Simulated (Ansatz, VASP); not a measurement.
# RbAgBr2: VASP beside Ansatz

File INCAR:

```
SYSTEM = RbAgBr2
PREC = Accurate
ENCUT = 520
EDIFF = 1E-6
ISMEAR = -1
SIGMA = 0.001
LREAL = .FALSE.
LASPH = .TRUE.
NELM = 80
ALGO = Normal
ISIF = 2
LWAVE = .FALSE.
LCHARG = .FALSE.
GGA = PE
NBANDS = 25
```

Contents of KPOINTS:

```
Automatic mesh
0
G
  4 4 4
  0 0 0
```

POSCAR

```
RbAgBr2
1.0
    4.5179929797      0.0000000000      0.0000000000
    0.0000000000      4.5179929797      0.0000000000
    0.0000000000      0.0000000000      6.3563246931
Rb Br Ag
1 2 1
Direct
    0.0000000000      0.0000000000      0.0000000000
    0.0000000000      0.0000000000      0.5000000000
    0.5000000000      0.5000000000      0.0000000000
    0.5000000000      0.5000000000      0.5000000000
```

Input for Ansatz:

```yaml
crystal:
  lattice:
    - [4.5179929797, 0.0, 0.0]
    - [0.0, 4.5179929797, 0.0]
    - [0.0, 0.0, 6.3563246931]
  atoms:
    - { symbol: Rb, position: [0.0, 0.0, 0.0] }
    - { symbol: Br, position: [0.0, 0.0, 0.5] }
    - { symbol: Ag, position: [0.5, 0.5, 0.5] }
    - { symbol: Br, position: [0.5, 0.5, 0.0] }
kpoints:
  mp_grid: { grid: [4, 4, 4] }
hamiltonian:
  xc: pbe
scf:
  occupations: { method: fermi_dirac, width: 0.001 }
  n_extra_bands: 5
output:
  forces: true
  stress: true
  eigenvalues: true
```

Alike in both runs: task single point; functional PBE; k mesh 4 × 4 × 4; occupations fermi-dirac, width 0.001 eV; no spin polarisation.

```csv
,VASP,Ansatz
version,VASP 6.6.1,Ansatz 0.2.0
potentials or method,"VASP PAW PBE potentials, release 64 (Rb_sv, Br, Ag)",plane waves
plane-wave cutoff (eV),520,420
valence electrons in the cell,34,42
```

Ansatz gave:

| Item | Value |
| --- | --- |
| gap on the k mesh at the Fermi level (eV) | 1.19 |
| pressure (GPa) | 0.8 |

Problem. Estimate VASP's values.

Solution. gap on the k mesh at the Fermi level (eV): 1.18; pressure (GPa): 0.9.

The functional is the same, so the differences come from potentials, cutoffs and numerics. VASP's potentials hold 34 valence electrons a cell and Ansatz's 42, so a difference there can come from the potentials and not from the codes.
